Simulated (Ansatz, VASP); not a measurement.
# One calculation of MgB2, two programs

The input INCAR:

```
PREC = Accurate
ENCUT = 520
EDIFF = 1E-7
ISMEAR = 0
SIGMA = 0.1
LREAL = F
LASPH = T
NELM = 100
ALGO = Normal
ISIF = 2
LWAVE = F
LCHARG = F
GGA = PE
NBANDS = 11
```

KPOINTS

```
regular mesh
0
Gamma
  10 10 8
```

POSCAR

```
MgB2
1.0
    3.1121820173      0.0000000000      0.0000000000
   -1.5560910087      2.6952283143      0.0000000000
    0.0000000000      0.0000000000      3.5540412470
Mg B
1 2
Direct
    0.0000000000      0.0000000000      0.0000000000
    0.3333333333      0.6666666667      0.5000000000
    0.6666666667      0.3333333333      0.5000000000
```

Input for Ansatz:

```yaml
crystal:
  lattice:
    - [3.1121820173242405, 0.0, 0.0]
    - [-1.5560910086621202, 2.6952283142628737, 0.0]
    - [0.0, 0.0, 3.5540412470124148]
  atoms:
    - { symbol: Mg, position: [0.0, 0.0, 0.0] }
    - { symbol: B, position: [0.3333333333333333, 0.6666666666666666, 0.5] }
    - { symbol: B, position: [0.6666666666666666, 0.3333333333333333, 0.5] }
basis:
  ecutwfc: 500.0
kpoints:
  mp_grid:
    grid: [10, 10, 8]
hamiltonian:
  xc: pbe
scf:
  occupations:
    method: gaussian
    width: 0.1
output:
  stress: true
```

Alike in both runs: task single point; functional PBE; k mesh 10 × 10 × 8; occupations gaussian, width 0.1 eV; no spin polarisation.

```csv
,VASP,Ansatz
version,VASP 6.6.1,Ansatz 0.2.0
potentials or method,"VASP PAW PBE potentials, release 64 (Mg, B), cutoff 520 eV","plane waves, PAW"
valence electrons in the cell,8,16
```

Ansatz gave:

```
pressure (GPa)                                                : -4.7
traceless stress, the component that is largest in VASP (GPa) : 0.95
```

Q: Estimate VASP's values.

A: Pressure (GPa): -4.9; traceless stress, the component that is largest in VASP (GPa): 0.83.

The functional is the same, so the differences come from potentials, cutoffs and numerics. VASP's potentials hold 8 valence electrons a cell and Ansatz's 16, so a difference there can come from the potentials and not from the codes.
